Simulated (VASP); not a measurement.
# Hf (Im-3m) in VASP: a series of runs

The runs below take Hf through single point, with PBEsol, PBE.

Everything below comes from runs of VASP 6.6.1. Logs are shortened: lines on timing, memory, paths and dates and some standing lists are left out, and cuts for length are marked.

## (1) The cell of the first run

It takes space group Im-3m (No. 229, cubic). Conventional cell: a = 3.610 Å, b = 3.610 Å, c = 3.610 Å, α = 90.00°, β = 90.00°, γ = 90.00°. Hf (site symmetry m-3m) has 14 Hf at 3.13 to 3.61 Å within 4.1 Å.

## (2) Single point, PBEsol

File INCAR:

```
PREC     = Accurate       # precision mode
ENCUT    = 520            # plane-wave cutoff, eV
EDIFF    = 1E-7           # SCF threshold, eV
ISMEAR   = 0              # smearing method
SIGMA    = 0.1            # smearing width, eV
LREAL    = False          # projectors in reciprocal space
LASPH    = True           # aspherical terms in the spheres
NELM     = 100            # most SCF steps
ALGO     = Normal         # electronic algorithm
ISIF     = 2              # what is computed and relaxed
LWAVE    = False          # write WAVECAR
LCHARG   = False          # write CHGCAR
GGA      = PS             # functional
NBANDS   = 11             # bands
```

File KPOINTS:

```
regular mesh
0
Gamma
  10 10 10
```

File POSCAR:

```
Hf
1.0
    3.1263517100      0.0000000000      0.0000000000
   -1.0421172364      2.9475526594      0.0000000000
   -1.0421172364     -1.4737763292      2.5526554823
Hf
1
Direct
    0.0000000000      0.0000000000      0.0000000000
```

Potentials or basis: VASP PAW PBE potentials, release 64 (Hf_pv).

On the command line:

```bash
$ cat potpaw_PBE.64/Hf_pv/POTCAR > POTCAR
$ mpirun -np 1 vasp_std > vasp.out
```

OUTCAR:

```text
PREC = Accurate
   ENCUT = 520
   EDIFF = 1E-7
   ISMEAR = 0
   LREAL = False
   LASPH = True
   NELM = 100
   ISIF = 2
   GGA = PS

 ion  position               nearest neighbor table
   1  0.000  0.000  0.000-

  LATTYP: Found a body centered cubic cell.
 ALAT       =     3.6100000026

  Lattice vectors:

 A1 = (   3.1263517100,   0.0000000000,   0.0000000000)
 A2 = (  -1.0421172364,   2.9475526594,   0.0000000000)
 A3 = (  -1.0421172364,  -1.4737763292,   2.5526554823)

Analysis of symmetry for initial positions (statically):
=====================================================================
 Subroutine PRICEL returns:
 Original cell was already a primitive cell.

 Routine SETGRP: Setting up the symmetry group for a
 body centered cubic supercell.

 Subroutine GETGRP returns: Found 48 space group operations
[... 9 lines left out ...]

 Routine SETGRP: Setting up the symmetry group for a
 body centered cubic supercell.

 Subroutine GETGRP returns: Found 48 space group operations
[... 11 lines left out ...]
                                     Primitive cell

  volume of cell :      23.5229

  direct lattice vectors                    reciprocal lattice vectors
     3.126351710  0.000000000  0.000000000     0.319861645  0.113088169  0.195874454
    -1.042117236  2.947552659  0.000000000     0.000000000  0.339264507  0.195874454
    -1.042117236 -1.473776329  2.552655482     0.000000000  0.000000000  0.391748909

  length of vectors
     3.126351710  3.126351710  3.126351710     0.391748909  0.391748909  0.391748909

  position of ions in fractional coordinates (direct lattice)
     0.000000000  0.000000000  0.000000000

  ion indices of the primitive-cell ions
   primitive index   ion index
                 1           1

----------------------------------------------------------------------------------------

 KPOINTS: regular mesh

Automatic generation of k-mesh.
 Grid dimensions read from file:
 generate k-points for:   10   10   10

 Generating k-lattice:

  Cartesian coordinates                     Fractional coordinates (reciprocal lattice)
     0.031986164  0.011308817  0.019587445     0.100000000  0.000000000  0.000000000
     0.000000000  0.033926451  0.019587445     0.000000000  0.100000000  0.000000000
     0.000000000  0.000000000  0.039174891     0.000000000  0.000000000  0.100000000

  Length of vectors
     0.039174891  0.039174891  0.039174891

  Shift w.r.t. Gamma in fractional coordinates (k-lattice)
     0.000000000  0.000000000  0.000000000

 Subroutine IBZKPT returns following result:
 ===========================================

 Found     47 irreducible k-points:

 Following reciprocal coordinates:
            Coordinates               Weight
  0.000000  0.000000  0.000000      1.000000
  0.100000  0.000000  0.000000     12.000000
  0.200000  0.000000  0.000000     12.000000
  0.300000  0.000000  0.000000     12.000000
  0.400000  0.000000  0.000000     12.000000
  0.500000  0.000000  0.000000      6.000000
[... 16 lines left out ...]
  0.300000  0.300000  0.100000      8.000000
 -0.300000  0.300000  0.100000     24.000000
 [... further k-points ...]
   k-points           NKPTS =     47   k-points in BZ     NKDIM =     47   number of bands    NBANDS=     11
   number of dos      NEDOS =    301   number of ions     NIONS =      1
   total plane-waves  NPLWV =  13824
   dimension x,y,z NGX =    24 NGY =   24 NGZ =   24
   dimension x,y,z NGXF=    48 NGYF=   48 NGZF=   48
   ions per type =               1
   NGX,Y,Z   is equivalent  to a cutoff of  12.76, 12.76, 12.76 a.u.
   NGXF,Y,Z  is equivalent  to a cutoff of  25.52, 25.52, 25.52 a.u.
 SYSTEM =  unknown system
   PREC   = accura    normal or accurate (medium, high low for compatibility)
   ISTART =      0    job   : 0-new  1-cont  2-samecut
   ICHARG =      2    charge: 1-file 2-atom 10-const
   ISPIN  =      1    spin polarized calculation?
   LNONCOLLINEAR =      F non collinear calculations
   LSORBIT =      F    spin-orbit coupling
   LASPH  =      T    aspherical Exc in radial PAW
   ENCUT  =  520.0 eV  38.22 Ry    6.18 a.u.   5.81  5.81  5.81*2*pi/ulx,y,z
   NELM   =    100;   NELMIN=  2; NELMDL= -5     # of ELM steps
   EDIFF  = 0.1E-06   stopping-criterion for ELM
   LREAL  =      F    real-space projection
   EDIFFG = 0.1E-05   stopping-criterion for IOM
   NSW    =      0    number of steps for IOM
   IBRION =     -1    ionic relax: 0-MD 1-quasi-New 2-CG
   NFREE  =      0    steps in history (QN), initial steepest desc. (CG)
   ISIF   =      2    stress and relaxation
   ISYM   =      2    0-nonsym 1-usesym 2-fastsym
   POTIM  = 0.5000    time-step for ionic-motion
   TEBEG  =    0.0;   TEEND  =   0.0 temperature during run
   PSTRESS=    0.0 pullay stress
   NELECT =      10.0000    total number of electrons
   NUPDOWN=      -1.0000    fix difference up-down
   EMIN   =  10.00;   EMAX   =-10.00  energy-range for DOS
   EFERMI =   0.00;   METHOD = LEGACY
   ISMEAR =     0;   SIGMA  =   0.10  broadening in eV -4-tet -1-fermi 0-gaus
   EFERMI_NEDOS =   21; number of points for ismear=-14 and -15
   IALGO  =     38    algorithm
   IMIX   =      4    mixing-type and parameters
     AMIX     =   0.40;   BMIX     =  1.00
     AMIX_MAG =   1.60;   BMIX_MAG =  1.00
  volume/ion in A,a.u.               =      23.52       158.74
  Fermi-wavevector in a.u.,A,eV,Ry     =   1.230961  2.326179 20.616432  1.515265
  Thomas-Fermi vector in A             =   2.365789
   LORBIT       =      0    0 simple, 1 ext, 2 COOP (PROOUT), +10 PAW based schemes
   GGA     = PS    functional components
   LHFCALC =     F    Hartree Fock is set to
   AEXX    =    0.0000 exact exchange contribution
   IVDW    =     0    specifies the selected vdW correction
   LEPSILON=     F    determine dielectric tensor
   LRPA    =     F    only Hartree local field effects (RPA)
 non-spin polarized calculation
 Gauss-broadening in eV      SIGMA  =   0.10
  energy-cutoff  :      520.00
  volume of cell :       23.52
 maximum number of plane-waves:       682
   NGX = 11   NGY = 11   NGZ = 11

 number of electron      10.0000001 magnetization

 Free energy of the ion-electron system (eV)
  ---------------------------------------------------
  ext. energy  EPLUGINS =         0.00000000
  ---------------------------------------------------
  free energy    TOTEN  =       -10.26913426 eV

  energy without entropy =      -10.26069725  energy(sigma->0) =      -10.26491576

 E-fermi :   4.0918     XC(G=0): -11.1647

 val. band max:        4.0464324857   @ k =   0.3000   0.1000   0.1000
 cond. band min:       4.0935026627   @ k =   0.3000   0.2000   0.0000
 fundamental gap:      0.0470701770
 Fermi energy:         4.0918239011

 k-point     1 :       0.0000    0.0000    0.0000
  band No.  band energies     occupation
      1     -25.8949      2.00000
      2     -25.8949      2.00000
      3     -25.8949      2.00000
      4      -2.7904      2.00000
      5       5.5529      0.00000
      6       5.5529      0.00000
      7       5.5529      0.00000
      8       8.2032      0.00000
      9       8.2032      0.00000
     10      17.1704      0.00000
     11      17.1704      0.00000

 k-point     2 :       0.1000    0.0000    0.0000
  band No.  band energies     occupation
      1     -25.9651      2.00000
      2     -25.9172      2.00000
      3     -25.8951      2.00000
      4      -2.4445      2.00000
      5       5.3190      0.00000
      6       5.4451      0.00000
      7       5.8939      0.00000
      8       7.8722      0.00000
      9       8.2042      0.00000
     10      17.1371      0.00000
     11      17.4703      0.00000

 k-point     3 :       0.2000    0.0000    0.0000
  band No.  band energies     occupation
      1     -26.1447      2.00000
      2     -25.9750      2.00000
      3     -25.8956      2.00000
      4      -1.4963      2.00000
      5       4.7767      0.00000
      6       4.9566      0.00000
      7       6.8871      0.00000
      8       7.6308      0.00000
      9       8.2642      0.00000
     10      17.1318      0.00000
     11      17.6368      0.00000

 k-point     4 :       0.3000    0.0000    0.0000
  band No.  band energies     occupation
      1     -26.3588      2.00000
      2     -26.0455      2.00000
      3     -25.8962      2.00000
      4      -0.2630      2.00000
      5       4.2066      0.10447
      6       4.4100      0.00001
      7       7.8695      0.00000
      8       8.4275      0.00000
      9       8.4676      0.00000
     10      16.3807      0.00000
     11      16.6362      0.00000

 k-point     5 :       0.4000    0.0000    0.0000
  band No.  band energies     occupation
      1     -26.5261      2.00000
      2     -26.1019      2.00000
      3     -25.8968      2.00000
      4       0.6254      2.00000
      5       3.8028      1.99996
      6       4.5623      0.00000
      7       8.0730      0.00000
      8       8.7794      0.00000
      9      10.2236      0.00000
     10      14.4464      0.00000
     11      14.9542      0.00000

 k-point     6 :       0.5000    0.0000    0.0000
  band No.  band energies     occupation
      1     -26.5887      2.00000
      2     -26.1232      2.00000
      3     -25.8970      2.00000
      4       0.8547      2.00000
      5       3.6593      2.00000
      6       5.0028      0.00000
      7       7.9974      0.00000
      8       8.9538      0.00000
      9      11.2568      0.00000
     10      13.5666      0.00000
     11      14.3654      0.00000

 k-point     7 :       0.1000    0.1000    0.0000
  band No.  band energies     occupation
      1     -26.0889      2.00000
      2     -25.9419      2.00000
      3     -25.9118      2.00000
      4      -1.7924      2.00000
      5       4.9980      0.00000
      6       5.0507      0.00000
      7       6.6033      0.00000
      8       7.4874      0.00000
      9       8.3551      0.00000
     10      17.1345      0.00000
     11      17.9829      0.00000

 k-point     8 :       0.2000    0.1000    0.0000
  band No.  band energies     occupation
      1     -26.2733      2.00000
      2     -26.0115      2.00000
      3     -25.9192      2.00000
      4      -0.6579      2.00000
      5       4.4072      0.00001
      6       4.5021      0.00000
      7       7.4494      0.00000
      8       7.9169      0.00000
      9       8.5952      0.00000
     10      17.0055      0.00000
     11      17.2090      0.00000
[... 141 lines left out ...]
 k-point    19 :      -0.1000    0.1000    0.1000
  band No.  band energies     occupation
      1     -25.9866      2.00000
      2     -25.9398      2.00000
      3     -25.9398      2.00000
      4      -2.1062      2.00000
      5       5.4424      0.00000
      6       5.4424      0.00000
      7       5.8943      0.00000
      8       7.1013      0.00000
      9       8.5878      0.00000
     10      17.1359      0.00000
     11      18.3203      0.00000

 k-point    20 :       0.2000    0.2000    0.1000
  band No.  band energies     occupation
      1     -26.4501      2.00000
      2     -26.1081      2.00000
      3     -26.0039      2.00000
      4       1.5728      2.00000
      5       3.5051      2.00000
      6       3.6713      2.00000
      7       8.4227      0.00000
      8       8.8348      0.00000
      9      11.3246      0.00000
     10      13.3197      0.00000
     11      16.6899      0.00000

 k-point    21 :       0.3000    0.2000    0.1000
  band No.  band energies     occupation
      1     -26.4461      2.00000
      2     -26.2068      2.00000
      3     -26.0206      2.00000
      4       2.2806      2.00000
      5       3.4190      2.00000
      6       3.9002      1.99328
      7       8.5851      0.00000
      8       8.9734      0.00000
      9      11.1548      0.00000
     10      12.8670      0.00000
     11      15.5957      0.00000

 k-point    22 :      -0.2000    0.2000    0.1000
  band No.  band energies     occupation
      1     -26.1450      2.00000
      2     -25.9985      2.00000
      3     -25.9508      2.00000
      4      -1.1781      2.00000
      5       5.0470      0.00000
      6       5.0498      0.00000
      7       6.5845      0.00000
      8       6.7755      0.00000
      9       8.8409      0.00000
     10      17.1218      0.00000
     11      17.8082      0.00000

 k-point    23 :       0.3000    0.3000    0.1000
  band No.  band energies     occupation
      1     -26.3348      2.00000
      2     -26.3348      2.00000
      3     -26.0423      2.00000
      4       2.7591      2.00000
      5       3.6131      2.00000
      6       3.6131      2.00000
      7       8.8922      0.00000
      8       8.8922      0.00000
      9      10.0960      0.00000
     10      14.3356      0.00000
     11      14.3356      0.00000

 k-point    24 :      -0.3000    0.3000    0.1000
  band No.  band energies     occupation
      1     -26.3491      2.00000
      2     -26.0701      2.00000
      3     -25.9489      2.00000
      4       0.0405      2.00000
      5       4.3172      0.00144
      6       4.5179      0.00000
      7       6.9478      0.00000
      8       8.3103      0.00000
      9       8.9276      0.00000
     10      15.7930      0.00000
     11      17.1444      0.00000

 [... further k-points ...]
[... 5 lines left out ...]
  --------------------------------------------------------------------------------------
  -------------------------------------------------------------------------------------
  Total       -1.3770837     -1.3770837     -1.3770837     -0.0000000     -0.0000000     -0.0000000
  in kB      -93.7949210    -93.7949210    -93.7949211     -0.0000000     -0.0000000     -0.0000000
  external PRESSURE =     -93.7949210 kB  Pullay stress =       0.0000000 kB

 VOLUME and BASIS-vectors are now :
 -----------------------------------------------------------------------------
  energy-cutoff  :      520.00
  volume of cell :       23.52
      direct lattice vectors                 reciprocal lattice vectors
     3.126351710  0.000000000  0.000000000     0.319861645  0.113088169  0.195874454
    -1.042117236  2.947552659  0.000000000     0.000000000  0.339264507  0.195874454
    -1.042117236 -1.473776329  2.552655482     0.000000000  0.000000000  0.391748909

 POSITION                                       TOTAL-FORCE (eV/Angst)
 -----------------------------------------------------------------------------------
      0.00000      0.00000      0.00000         0.000000     -0.000000      0.000000
 -----------------------------------------------------------------------------------
    total drift:                                0.000000      0.000000      0.000000

  FREE ENERGIE OF THE ION-ELECTRON SYSTEM (eV)
  ---------------------------------------------------
  free  energy   TOTEN  =       -10.2691342632 eV

  energy  without entropy=      -10.2606972495  energy(sigma->0) =      -10.26491576
```

Run time: 3.8 s. Hardware: 1 thread of Intel Xeon 6975P-C (Granite Rapids), shared host; peak memory 0.14 GiB.

What came out:

```
Free energy            : -10.2691 eV
Pressure               : -9.4 GPa
Band gap on the k mesh : zero (band 5 reaches 5.55 eV, above the bottom of band 6 at 3.38 eV)
```

Caveat: the PAW data sets were made with another functional, which shifts forces and pressure a little; spin-orbit coupling is left out, which moves the levels of the heavy elements.

[end of part 1 of 2]
